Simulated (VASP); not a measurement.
Input of a VASP 6.6.1 run:

File INCAR:

```
SYSTEM = MgS
ALGO = Normal
EDIFF = 1E-7
ENCUT = 520
GGA = PE
ISIF = 2
ISMEAR = 0
LASPH = .True.
LCHARG = .True.
LELF = .True.
LREAL = .False.
LVHAR = .True.
LWAVE = .False.
NBANDS = 16
NELM = 100
PREC = Accurate
SIGMA = 0.01
```

KPOINTS

```
k-points
0
Gamma
  6 6 4
  0 0 0
```

The input POSCAR:

```
MgS
1.0
    4.2955415433      0.0000000000      0.0000000000
   -2.1477707716      3.7200480996      0.0000000000
    0.0000000000      0.0000000000      5.2850911870
Mg S
2 2
Direct
    0.3333333333      0.6666666667      0.2500000000
    0.6666666667      0.3333333333      0.7500000000
    0.6666666667      0.3333333333      0.2500000000
    0.3333333333      0.6666666667      0.7500000000
```

Potentials or basis: VASP PAW PBE potentials, release 64 (Mg, S).

Run with:

```sh
$ cat potpaw_PBE.64/Mg/POTCAR potpaw_PBE.64/S/POTCAR > POTCAR
$ mpirun -np 1 vasp_std > vasp.out
```

Task: Estimate the band gap on the k mesh.

Result: 3.00 eV, direct.

Task: Estimate the pressure.

Result: 0.9 GPa.

A k mesh can miss the band edges. A hybrid or GW would open this gap; PBE tends to underestimate it.
